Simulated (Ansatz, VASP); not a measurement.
## Two plane-wave programs on BN

File INCAR:

```
PREC     = Accurate       # precision mode
ENCUT    = 520            # plane-wave cutoff, eV
EDIFF    = 1E-6           # SCF threshold, eV
ISMEAR   = 0              # smearing method
SIGMA    = 0.05           # smearing width, eV
LREAL    = False          # projectors in reciprocal space
LASPH    = True           # aspherical terms in the spheres
NELM     = 100            # most SCF steps
ALGO     = Normal         # electronic algorithm
ISIF     = 2              # what is computed and relaxed
LWAVE    = False          # write WAVECAR
LCHARG   = False          # write CHGCAR
GGA      = PE             # functional
NBANDS   = 26             # bands
```

Contents of KPOINTS:

```
Automatic mesh
0
Gamma
  6 6 6
```

The input POSCAR:

```
BN
1.0
    3.4705111726     -0.0779834985     -0.1262473036
    0.0779834985     -3.8797348133      0.0884127920
    0.1262473036      0.0884127920     -3.5814272794
B N
4 4
Direct
    0.0113412287      0.4938968564      0.4918161557
    0.4777883911     -0.0080797674      0.5176498414
    0.4939990385      0.4782122604     -0.0177885533
    0.0227046735     -0.0076777093     -0.0072851685
    0.7481702863      0.7674820189      0.7576215021
    0.2495763810      0.2701105859      0.7590812391
    0.2717146095      0.7569889694      0.2669355262
    0.7247053914      0.2490667857      0.2319694572
```

Input for Ansatz:

```yaml
crystal:
  lattice:
    - [3.4705111726, -0.0779834985, -0.1262473036]
    - [0.0779834985, -3.8797348133, 0.088412792]
    - [0.1262473036, 0.088412792, -3.5814272794]
  atoms:
    - { symbol: B, position: [0.0113412287, 0.4938968564, 0.4918161557] }
    - { symbol: B, position: [0.4777883911, -0.0080797674, 0.5176498414] }
    - { symbol: B, position: [0.4939990385, 0.4782122604, -0.0177885533] }
    - { symbol: B, position: [0.0227046735, -0.0076777093, -0.0072851685] }
    - { symbol: "N", position: [0.7481702863, 0.7674820189, 0.7576215021] }
    - { symbol: "N", position: [0.249576381, 0.2701105859, 0.7590812391] }
    - { symbol: "N", position: [0.2717146095, 0.7569889694, 0.2669355262] }
    - { symbol: "N", position: [0.7247053914, 0.2490667857, 0.2319694572] }
basis:
  ecutwfc: 420
kpoints:
  mp_grid: { grid: [6, 6, 6] }
hamiltonian:
  xc: pbe
scf:
  occupations: { method: gaussian, width: 0.05 }
output:
  forces: true
  stress: true
  eigenvalues: true
```

Change from the starting cell: all atoms moved at random (sigma 0.06 Å a component), cell strained at random (sigma 0.05).

Alike in both runs: task single point; functional PBE; k mesh 6 × 6 × 6; occupations gaussian, width 0.05 eV; no spin polarisation.

|  | VASP | Ansatz |
| --- | --- | --- |
| version | VASP 6.6.1 | Ansatz 0.2.0 |
| potentials or method | VASP PAW PBE potentials, release 64 (B, N), cutoff 520 eV | scalar-relativistic, plane waves, PAW |
| valence electrons in the cell | 32 | 32 |

|  | VASP | Ansatz | Ansatz less VASP |
| --- | --- | --- | --- |
| gap on the k mesh at the Fermi level (eV) | 2.11 | 2.12 | +0.010 |
| least direct gap on the mesh (eV) | 2.12 | 2.13 | +0.009 |
| pressure (GPa) | 1.1 | 1.0 | -0.17 |
| traceless stress, the component that is largest in VASP (GPa) | -40.87 | -40.84 | +0.028 |
| rms of the force components (eV/Å) | 2.079 | 2.075 | -0.0033 |

Atom by atom the forces differ by 0.008 eV/Å (rms over components).
